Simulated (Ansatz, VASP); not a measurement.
# Two plane-wave programs on InB2As3

```
In B As
1.0
     1.84110   -6.69893    0.00000
     1.84110    6.69893    0.00000
     0.00000    0.00000    5.21108
In B As
1 2 3
Direct
  0.00000 0.00000 0.00000
  0.08157 0.91843 0.50000
  0.91843 0.08157 0.50000
  0.50000 0.50000 0.50000
  0.30824 0.69176 0.00000
  0.69176 0.30824 0.00000
```

Change from the starting cell: species swapped into the TlAg3Te2 type (Cmmm, No. 65).

Alike in both runs: functional PBE; k mesh 4 × 4 × 4; occupations gaussian, width 0.1 eV; no spin polarisation.

Ansatz relaxed the structure, and its values are those at the end. VASP's run is a single point on that final structure, the one shown.

```csv
,VASP,Ansatz
version,VASP 6.6.1,Ansatz 0.2.0
potentials or method,"VASP PAW PBE potentials, release 64 (In_d, B, As_d), cutoff 560 eV","scalar-relativistic, plane waves, PAW"
valence electrons in the cell,64,64
```

Ansatz gave:

* gap on the k mesh at the Fermi level (eV): none
* pressure (GPa): 0.0
* rms of the force components (eV/Å): 0.008

Task: Estimate VASP's values.

Result: gap on the k mesh at the Fermi level (eV): none; pressure (GPa): 0.0; rms of the force components (eV/Å): 0.011.

A gap of «none» marks a metal or a gap that the smearing closes.

The k mesh is coarse, so the values compare programs but aren't converged.
